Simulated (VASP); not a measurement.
# Al (Fm-3m) in VASP: settings compared

The runs below take Al through single point, relaxation of cell and atoms, with PBEsol+D3(BJ), LDA.

Everything below comes from runs of VASP 6.6.1. Logs are shortened: lines on timing, memory, paths and dates and some standing lists are left out, and cuts for length are marked.

## 1. The cell of the first run

It takes space group Fm-3m (No. 225, cubic). The conventional cell has a = 4.050 Å, b = 4.050 Å, c = 4.050 Å, α = 90.00°, β = 90.00°, γ = 90.00°. Within 3.8 Å of Al (site symmetry m-3m) lie 12 Al at 2.86 Å.

## 2. Single point, PBEsol+D3(BJ), non-collinear spin, typed start

The input, INCAR:

```
PREC = Accurate
ENCUT = 520
EDIFF = 1E-7
ISMEAR = 1
SIGMA = 0.1
LREAL = F
LASPH = T
NELM = 150
ALGO = Fast
ISIF = 2
LWAVE = F
LCHARG = T
LNONCOLLINEAR = T
MAGMOM = 0.289 0.289 0.289
LORBIT = 11
GGA = PS
IVDW = 12
LVHAR = T
NBANDS = 14
```

The input, KPOINTS:

```
regular mesh
0
Gamma
  8 8 8
```

The input, POSCAR:

```
Al
1.0
    0.0000000000      2.0248050000      2.0248050000
    2.0248050000      0.0000000000      2.0248050000
    2.0248050000      2.0248050000      0.0000000000
Al
1
Direct
    0.0000000000      0.0000000000      0.0000000000
```

Potentials or basis: VASP PAW PBE potentials, release 64 (Al).

Started as:

```bash
$ cat potpaw_PBE.64/Al/POTCAR > POTCAR
$ mpirun -np 1 vasp_ncl > vasp.out
```

OUTCAR:

```text
PREC = Accurate
   ENCUT = 520
   EDIFF = 1E-7
   ISMEAR = 1
   LREAL = F
   LASPH = T
   NELM = 150
   ISIF = 2
   LNONCOLLINEAR = T
   LORBIT = 11
   GGA = PS
   IVDW = 12
 IVDW          = 12

 ion  position               nearest neighbor table
   1  0.000  0.000  0.000-

  LATTYP: Found a face centered cubic cell.
 ALAT       =     4.0496100000

  Lattice vectors:

 A1 = (   0.0000000000,   2.0248050000,   2.0248050000)
 A2 = (   2.0248050000,   0.0000000000,   2.0248050000)
 A3 = (   2.0248050000,   2.0248050000,   0.0000000000)

Analysis of symmetry for initial positions (statically):
=====================================================================
 Subroutine PRICEL returns:
 Original cell was already a primitive cell.

 Routine SETGRP: Setting up the symmetry group for a
 face centered cubic supercell.

 Subroutine GETGRP returns: Found 48 space group operations
 (whereof 48 operations were pure point group operations)
 out of a pool of 48 trial point group operations.

The static configuration has the point symmetry O_h .

Analysis of symmetry for dynamics (positions and initial velocities):
=====================================================================
 Subroutine PRICEL returns:
 Original cell was already a primitive cell.

 Routine SETGRP: Setting up the symmetry group for a
 face centered cubic supercell.

 Subroutine GETGRP returns: Found 48 space group operations
 (whereof 48 operations were pure point group operations)
 out of a pool of 48 trial point group operations.

The dynamic configuration has the point symmetry O_h .

Analysis of structural, dynamic, and magnetic symmetry:
=====================================================================
 Subroutine PRICEL returns:
 Original cell was already a primitive cell.

 Routine SETGRP: Setting up the symmetry group for a
 face centered cubic supercell.

 Subroutine GETGRP returns: Found  6 space group operations
 (whereof  6 operations were pure point group operations)
 out of a pool of 48 trial point group operations.

The overall configuration has the point symmetry S_6 .

 Subroutine INISYM returns: Found  6 space group operations
 (whereof  6 operations are pure point group operations),
 and found     1 'primitive' translations

----------------------------------------------------------------------------------------

                                     Primitive cell

  volume of cell :      16.6027

  direct lattice vectors                    reciprocal lattice vectors
     0.000000000  2.024805000  2.024805000    -0.246937359  0.246937359  0.246937359
     2.024805000  0.000000000  2.024805000     0.246937359 -0.246937359  0.246937359
[... 116 lines left out ...]
  energy-cutoff  :      520.00
  volume of cell :       16.60
 maximum number of plane-waves:       918
 NGX is ok and might be reduce to    24
   NGX = 11   NGY = 11   NGZ = 11

 number of electron       3.0000000 magnetization       0.0000249      0.0000249      0.0000249

 number of electron       3.0000000 magnetization      -0.0000285     -0.0000285     -0.0000285

 Free energy of the ion-electron system (eV)
  ---------------------------------------------------
  ext. energy  EPLUGINS =         0.00000000
  ---------------------------------------------------
  free energy    TOTEN  =        -4.08306595 eV

  energy without entropy =       -4.08195135  energy(sigma->0) =       -4.08269442

 E-fermi :   7.9728     XC(G=0): -10.2334

 val. band max:        7.5690401294   @ k =   0.1250   0.3750  -0.2500
 cond. band min:       8.0203404371   @ k =   0.5000   0.2500   0.1250
 fundamental gap:      0.4513003077
 Fermi energy:         7.9728036057

 k-point     1 :       0.0000    0.0000    0.0000
  band No.  band energies     occupation
      1      -3.2005      1.00000
      2      -3.2005      1.00000
      3      20.4485      0.00000
      4      20.4485      0.00000
      5      20.4485      0.00000
      6      20.4485      0.00000
      7      20.4485      0.00000
      8      20.4485      0.00000
      9      21.8925      0.00000
     10      21.8925      0.00000
     11      21.8925      0.00000
     12      21.8927      0.00000
     13      21.8927      0.00000
     14      21.8927      0.00000
[... 377 lines left out ...]
      1       1.7872      1.00000
      2       1.7873      1.00000
      3       6.0887      1.00000
      4       6.0887      1.00000
      5      14.5592      0.00000
      6      14.5593      0.00000
      7      17.7947      0.00000
      8      17.7948      0.00000
      9      19.6535      0.00000
     10      19.6536      0.00000
     11      21.6884      0.00000
     12      21.6885      0.00000
     13      24.5014      0.00000
     14      24.5015      0.00000

 [... further k-points ...]

------------------------ aborting loop because EDIFF is reached ----------------------------------------

 Edisp (eV)   -0.31541

 E8    (eV) :    -0.2124

  FORCE on cell =-STRESS in cart. coord.  units (eV):
  Direction    XX          YY          ZZ          XY          YZ          ZX
  --------------------------------------------------------------------------------------
  -------------------------------------------------------------------------------------
  Total      -0.51360    -0.51360    -0.51360    -0.00000    -0.00000    -0.00000
  in kB     -49.56316   -49.56316   -49.56316    -0.00001    -0.00001    -0.00001
  external pressure =      -49.56 kB  Pullay stress =        0.00 kB

 VOLUME and BASIS-vectors are now :
 -----------------------------------------------------------------------------
  energy-cutoff  :      520.00
  volume of cell :       16.60
      direct lattice vectors                 reciprocal lattice vectors
     0.000000000  2.024805000  2.024805000    -0.246937359  0.246937359  0.246937359
     2.024805000  0.000000000  2.024805000     0.246937359 -0.246937359  0.246937359
     2.024805000  2.024805000  0.000000000     0.246937359  0.246937359 -0.246937359

 POSITION                                       TOTAL-FORCE (eV/Angst)
 -----------------------------------------------------------------------------------
      0.00000      0.00000      0.00000         0.000000      0.000000      0.000000
 -----------------------------------------------------------------------------------
    total drift:                                0.000000     -0.000000      0.000000

  FREE ENERGIE OF THE ION-ELECTRON SYSTEM (eV)
  ---------------------------------------------------
  free  energy   TOTEN  =        -4.3984774972 eV

  energy  without entropy=       -4.3973629000  energy(sigma->0) =       -4.39810596

 total charge

# of ion       s       p       d       tot
------------------------------------------
    1        0.428   0.339   0.000   0.767

 magnetization (x)

# of ion       s       p       d       tot
------------------------------------------
    1       -0.000  -0.000   0.000  -0.000

 magnetization (y)

# of ion       s       p       d       tot
------------------------------------------
    1       -0.000  -0.000   0.000  -0.000

 magnetization (z)

# of ion       s       p       d       tot
------------------------------------------
    1       -0.000  -0.000   0.000  -0.000
```

OSZICAR:

```text
N       E                     dE             d eps       ncg     rms          rms(c)
DAV:   1     0.905154395735E-01    0.90515E-01   -0.10375E+03  2528   0.314E+02
DAV:   2    -0.396406377704E+01   -0.40546E+01   -0.39398E+01  3230   0.536E+01
DAV:   3    -0.404954844932E+01   -0.85485E-01   -0.85281E-01  3422   0.558E+00
DAV:   4    -0.404995378151E+01   -0.40533E-03   -0.40530E-03  3082   0.452E-01
DAV:   5    -0.404995798838E+01   -0.42069E-05   -0.42057E-05  3324   0.443E-02    0.163E+00
RMM:   6    -0.409373515656E+01   -0.43777E-01   -0.25647E-03  2543   0.367E-01    0.816E-01
RMM:   7    -0.408243243334E+01    0.11303E-01   -0.65624E-03  2713   0.446E-01    0.308E-01
RMM:   8    -0.408305574103E+01   -0.62331E-03   -0.16950E-03  2636   0.256E-01    0.148E-01
RMM:   9    -0.408306226154E+01   -0.65205E-05   -0.84461E-05  2755   0.599E-02    0.902E-02
RMM:  10    -0.408306152658E+01    0.73496E-06   -0.28938E-05  2827   0.375E-02    0.364E-02
RMM:  11    -0.408306575660E+01   -0.42300E-05   -0.10081E-05  2845   0.212E-02    0.710E-03
RMM:  12    -0.408306603265E+01   -0.27605E-06   -0.22945E-06  2948   0.962E-03    0.686E-03
RMM:  13    -0.408306595116E+01    0.81491E-07   -0.24513E-07  2933   0.353E-03
   1 F= -.43984775E+01 E0= -.43981060E+01  d E =-.111460E-02  mag=     0.0000     0.0000     0.0000
```

stdout:

```text
POSCAR found type information on POSCAR Al
 POSCAR found :  1 types and       1 ions
 scaLAPACK will be used
 -----------------------------------------------------------------------------
|                                                                             |
|                                                                             |
|     You enforced a specific xc type in the INCAR file but a different       |
|     I HOPE YOU KNOW WHAT YOU ARE DOING!                                     |
|                                                                             |
 -----------------------------------------------------------------------------

 LDA part: xc-table for (Slater+PW92), standard interpolation
 POSCAR, INCAR and KPOINTS ok, starting setup
 FFT: planning ... GRIDC
 FFT: planning ... GRID_SOFT
 FFT: planning ... GRID
 WAVECAR not read
 entering main loop
```

It took 20 s on 1 thread of Intel Xeon 6975P-C (Granite Rapids), shared host; peak memory 0.2 GiB.

What came out:

```
Free energy                                           : -4.3985 eV
Pressure                                              : -5.0 GPa
Band gap on the k mesh                                : zero (band 3 reaches 20.45 eV, above the bottom of band 4 at 3.52 eV)
Net moment                                            : 0.00 μB per cell
Valence electrons inside the program's atomic spheres : Al 0.77
Dispersion energy per atom                            : -0.315 eV
```

Levels at points of the mesh, in eV from the Fermi level:
```csv
k point,band 1,band 2,band 3,band 4,band 5,band 6,band 7
"(0.00, 0.00, 0.00)",-11.17,-11.17,12.48,12.48,12.48,12.48,12.48
"(0.50, 0.00, 0.00)",-4.66,-4.66,-4.45,-4.45,11.24,11.24,11.24
"(0.50, 0.50, 0.50)",-4.66,-4.66,-4.45,-4.45,11.24,11.24,11.24
"(0.50, 0.50, 0.00)",-2.99,-2.99,-1.69,-1.69,5.17,5.17,5.47
```

Moments on the atoms (μB; x, y, z):
```
Al  0.00 0.00 0.00
```

Caveat: the PAW data sets were made with another functional, which shifts forces and pressure a little; pairwise dispersion overbinds metals, which lowers pressure and volume.

## 3. Single point, PBEsol+D3(BJ), non-collinear spin, typed start (volume scaled by 1.02)

The input, INCAR:

```
SYSTEM = Al
PREC = Accurate
ENCUT = 520
EDIFF = 1E-7
ISMEAR = 1
SIGMA = 0.1
LREAL = .False.
LASPH = .True.
NELM = 150
ALGO = Normal
ISIF = 2
LWAVE = .False.
LCHARG = .False.
LNONCOLLINEAR = .True.
MAGMOM = 0.289 0.289 0.289
LORBIT = 11
GGA = PS
IVDW = 12
NBANDS = 14
```

The input, KPOINTS:

```
Automatic mesh
0
Gamma
  8 8 8
  0 0 0
```

The input, POSCAR:

```
Al
1.0
    0.0000000000      2.0382146954      2.0382146954
    2.0382146954      0.0000000000      2.0382146954
    2.0382146954      2.0382146954      0.0000000000
Al
1
Direct
    0.0000000000      0.0000000000      0.0000000000
```

Potentials or basis: VASP PAW PBE potentials, release 64 (Al).

Started as:

```bash
$ cat potpaw_PBE.64/Al/POTCAR > POTCAR
$ mpirun -np 1 vasp_ncl > vasp.out
```

It took 16 s on 1 thread of Intel Xeon 6975P-C (Granite Rapids), shared host; peak memory 0.2 GiB.

Results (log left out):

```yaml
Free_energy: -4.3868 eV
Pressure: -6.3 GPa
Band_gap_on_the_k_mesh: zero (band 3 reaches 20.14 eV, above the bottom of band 4 at 3.34 eV)
Net_moment: 0.00 μB per cell
Valence_electrons_inside_the_program's_atomic_spheres: Al 0.76
Dispersion_energy_per_atom: -0.309 eV
```

Levels at points of the mesh, in eV from the Fermi level:
```tsv
k point	band 1	band 2	band 3	band 4	band 5
(0.00, 0.00, 0.00)	-11.04	-11.04	12.37	12.37	12.37
(0.50, 0.00, 0.00)	-4.58	-4.58	-4.43	-4.43	11.03
(0.50, 0.50, 0.50)	-4.58	-4.58	-4.43	-4.43	11.03
(0.50, 0.50, 0.00)	-2.94	-2.94	-1.69	-1.69	5.16
```

Moments on the atoms (μB; x, y, z):
```
Al  0.00 0.00 0.00
```

Caveat: the PAW data sets were made with another functional, which shifts forces and pressure a little; pairwise dispersion overbinds metals, which lowers pressure and volume.

## 4. Single point, PBEsol+D3(BJ), non-collinear spin, typed start (volume scaled by 1.04)

The input, INCAR:

```
PREC = Accurate ; ENCUT = 520
EDIFF = 1E-6 ; ISMEAR = 1
SIGMA = 0.1 ; LREAL = False
LASPH = True ; NELM = 150
ALGO = Normal ; ISIF = 2
LWAVE = False ; LCHARG = False
LNONCOLLINEAR = True ; MAGMOM = 0.289 0.289 0.289
LORBIT = 11 ; GGA = PS
IVDW = 12 ; NBANDS = 14
```

The input, KPOINTS:

```
regular mesh
0
Gamma
  8 8 8
```

The input, POSCAR:

```
Al
1.0
    0.0000000000      2.0514502267      2.0514502267
    2.0514502267      0.0000000000      2.0514502267
    2.0514502267      2.0514502267      0.0000000000
Al
1
Direct
    0.0000000000      0.0000000000      0.0000000000
```

Potentials or basis: VASP PAW PBE potentials, release 64 (Al).

Started as:

```bash
$ cat potpaw_PBE.64/Al/POTCAR > POTCAR
$ mpirun -np 1 vasp_ncl > vasp.out
```

OUTCAR:

```text
PREC = Accurate
   ENCUT = 520
   EDIFF = 1E-6
   ISMEAR = 1
   LREAL = False
   LASPH = True
   NELM = 150
   ISIF = 2
   LNONCOLLINEAR = True
   LORBIT = 11
   GGA = PS
   IVDW = 12
 IVDW          = 12

 ion  position               nearest neighbor table
   1  0.000  0.000  0.000-

  LATTYP: Found a face centered cubic cell.
 ALAT       =     4.1029004534

  Lattice vectors:

 A1 = (   0.0000000000,   2.0514502267,   2.0514502267)
 A2 = (   2.0514502267,   0.0000000000,   2.0514502267)
 A3 = (   2.0514502267,   2.0514502267,   0.0000000000)

Analysis of symmetry for initial positions (statically):
=====================================================================
 Subroutine PRICEL returns:
 Original cell was already a primitive cell.

 Routine SETGRP: Setting up the symmetry group for a
 face centered cubic supercell.

 Subroutine GETGRP returns: Found 48 space group operations
[... 9 lines left out ...]

 Routine SETGRP: Setting up the symmetry group for a
 face centered cubic supercell.

 Subroutine GETGRP returns: Found 48 space group operations
[... 574 lines left out ...]
     10      18.9544      0.00000
     11      20.9563      0.00000
     12      20.9565      0.00000
     13      23.6548      0.00000
     14      23.6549      0.00000

 [... further k-points ...]

------------------------ aborting loop because EDIFF is reached ----------------------------------------

 Edisp (eV)   -0.30302

 E8    (eV) :    -0.2040

  FORCE on cell =-STRESS in cart. coord.  units (eV):
  Direction    XX          YY          ZZ          XY          YZ          ZX
  --------------------------------------------------------------------------------------
  -------------------------------------------------------------------------------------
  Total      -0.81139    -0.81139    -0.81139     0.00000     0.00000     0.00000
  in kB     -75.28798   -75.28798   -75.28798     0.00000     0.00000     0.00000
  external pressure =      -75.29 kB  Pullay stress =        0.00 kB

 VOLUME and BASIS-vectors are now :
 -----------------------------------------------------------------------------
  energy-cutoff  :      520.00
  volume of cell :       17.27
      direct lattice vectors                 reciprocal lattice vectors
     0.000000000  2.051450227  2.051450227    -0.243730018  0.243730018  0.243730018
     2.051450227  0.000000000  2.051450227     0.243730018 -0.243730018  0.243730018
     2.051450227  2.051450227  0.000000000     0.243730018  0.243730018 -0.243730018

 POSITION                                       TOTAL-FORCE (eV/Angst)
 -----------------------------------------------------------------------------------
      0.00000      0.00000      0.00000         0.000000      0.000000     -0.000000
 -----------------------------------------------------------------------------------
    total drift:                                0.000000     -0.000000     -0.000000

  FREE ENERGIE OF THE ION-ELECTRON SYSTEM (eV)
  ---------------------------------------------------
  free  energy   TOTEN  =        -4.3724425884 eV

  energy  without entropy=       -4.3713827093  energy(sigma->0) =       -4.37208930

 total charge

# of ion       s       p       d       tot
------------------------------------------
    1        0.429   0.325   0.000   0.755

 magnetization (x)

# of ion       s       p       d       tot
------------------------------------------
    1        0.000   0.000   0.000   0.000

 magnetization (y)

# of ion       s       p       d       tot
------------------------------------------
    1        0.000   0.000   0.000   0.000

 magnetization (z)

# of ion       s       p       d       tot
------------------------------------------
    1        0.000   0.000   0.000   0.000
```

OSZICAR:

```text
N       E                     dE             d eps       ncg     rms          rms(c)
DAV:   1     0.101849492701E+00    0.10185E+00   -0.10128E+03  2520   0.311E+02
DAV:   2    -0.393779111390E+01   -0.40396E+01   -0.39017E+01  3230   0.532E+01
DAV:   3    -0.403642592159E+01   -0.98635E-01   -0.98239E-01  3402   0.582E+00
DAV:   4    -0.403692728308E+01   -0.50136E-03   -0.50132E-03  3042   0.499E-01
DAV:   5    -0.403693277071E+01   -0.54876E-05   -0.54881E-05  3272   0.498E-02    0.160E+00
DAV:   6    -0.407995487727E+01   -0.43022E-01   -0.75825E-03  3024   0.400E-01    0.778E-01
DAV:   7    -0.406851416130E+01    0.11441E-01   -0.10246E-02  2802   0.525E-01    0.345E-01
DAV:   8    -0.406942832271E+01   -0.91416E-03   -0.29249E-03  2796   0.288E-01    0.149E-01
DAV:   9    -0.406942091068E+01    0.74120E-05   -0.43743E-05  3258   0.414E-02    0.776E-02
DAV:  10    -0.406941942633E+01    0.14843E-05   -0.13463E-05  2948   0.206E-02    0.325E-02
DAV:  11    -0.406942149430E+01   -0.20680E-05   -0.19804E-06  2904   0.834E-03    0.399E-03
DAV:  12    -0.406942158915E+01   -0.94844E-07   -0.20064E-07  1676   0.251E-03
   1 F= -.43724426E+01 E0= -.43720893E+01  d E =-.105988E-02  mag=     0.0000     0.0000     0.0000
```

stdout:

```text
POSCAR found type information on POSCAR Al
 POSCAR found :  1 types and       1 ions
 scaLAPACK will be used
 -----------------------------------------------------------------------------
|                                                                             |
|                                                                             |
|     You enforced a specific xc type in the INCAR file but a different       |
|     I HOPE YOU KNOW WHAT YOU ARE DOING!                                     |
|                                                                             |
 -----------------------------------------------------------------------------

 LDA part: xc-table for (Slater+PW92), standard interpolation
 POSCAR, INCAR and KPOINTS ok, starting setup
 FFT: planning ... GRIDC
 FFT: planning ... GRID_SOFT
 FFT: planning ... GRID
 WAVECAR not read
 entering main loop
```

It took 16 s on 1 thread of Intel Xeon 6975P-C (Granite Rapids), shared host; peak memory 0.21 GiB.

What came out:

* Free energy: -4.3724 eV
* Pressure: -7.5 GPa
* Band gap on the k mesh: zero (band 3 reaches 19.84 eV, above the bottom of band 4 at 3.17 eV)
* Net moment: 0.00 μB per cell
* Valence electrons inside the program's atomic spheres: Al 0.76
* Dispersion energy per atom: -0.303 eV

Moments on the atoms (μB; x, y, z):
```
Al  0.00 0.00 0.00
```

Caveat: the PAW data sets were made with another functional, which shifts forces and pressure a little; pairwise dispersion overbinds metals, which lowers pressure and volume.

(Continued in part 2 of 2.)
